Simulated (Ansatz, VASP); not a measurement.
One calculation of Na, two programs

Contents of INCAR:

```
PREC     = Accurate       # precision mode
ENCUT    = 600            # plane-wave cutoff, eV
EDIFF    = 1E-7           # SCF threshold, eV
ISMEAR   = -1             # smearing method
SIGMA    = 0.05           # smearing width, eV
LREAL    = False          # projectors in reciprocal space
LASPH    = True           # aspherical terms in the spheres
NELM     = 80             # most SCF steps
ALGO     = Normal         # electronic algorithm
ISIF     = 3              # what is computed and relaxed
LWAVE    = False          # write WAVECAR
LCHARG   = False          # write CHGCAR
GGA      = PS             # functional
IVDW     = 13             # dispersion correction
IBRION   = 2              # ionic algorithm
NSW      = 60             # ionic steps
EDIFFG   = -0.01          # ionic threshold
```

Contents of KPOINTS:

```
regular mesh
0
Gamma
  8 8 5
```

File POSCAR:

```
Na
1.0
    3.7670000000      0.0000000000      0.0000000000
   -1.8835000000      3.2623176961      0.0000000000
    0.0000000000      0.0000000000      6.1540000000
Na
2
Direct
    0.6666666667      0.3333333333      0.7500000000
    0.3333333333      0.6666666667      0.2500000000
```

input.yaml

```yaml
crystal:
  lattice:
    - [3.767, 0.0, 0.0]
    - [-1.8835, 3.2623176961, 0.0]
    - [0.0, 0.0, 6.154]
  atoms:
    - { symbol: Na, position: [0.6666666667, 0.3333333333, 0.75] }
    - { symbol: Na, position: [0.3333333333, 0.6666666667, 0.25] }
hamiltonian:
  xc: pbesol
  pseudopotentials: { kind: paw }
  dispersion: d4
kpoints:
  mp_grid: { grid: [8, 8, 5] }
scf:
  occupations: { method: fermi_dirac, width: 0.05 }
output:
  forces: true
  stress: true
  eigenvalues: true
relax:
  f_tol: 0.01
  max_steps: 40
  cell: { stress_tol: 0.05 }
```

Alike in both runs: task relaxation of cell and atoms; functional PBEsol; dispersion D4; k mesh 8 × 8 × 5; occupations fermi-dirac, width 0.05 eV; no spin polarisation.

|  | VASP | Ansatz |
| --- | --- | --- |
| version | VASP 6.6.1 | Ansatz 0.2.0 |
| potentials or method | VASP PAW PBE potentials, release 64 (Na_pv) | Ansatz PAW |
| plane-wave cutoff (eV) | 600 | 420 |
| valence electrons in the cell | 14 | 18 |

|  | VASP | Ansatz | Ansatz less VASP |
| --- | --- | --- | --- |
| gap on the k mesh at the Fermi level, each at its own relaxed structure (eV) | none | none | - |
| relaxed volume (Å³/atom) | 36.11 | 36.09 | -0.019 |
| relaxed cell length with the largest relative difference (Å) | 6.008 | 5.986 | -0.0211 |

VASP's potentials were made for PBE, not for PBEsol. A gap of «none» marks a metal or a gap that the smearing closes. VASP's potentials hold 14 valence electrons a cell and Ansatz's 18, so a difference there can come from the potentials and not from the codes.

Noted on Ansatz's run: the plane-wave basis is chosen anew once the cell has moved, so the energies of steps on either side of that aren't comparable.
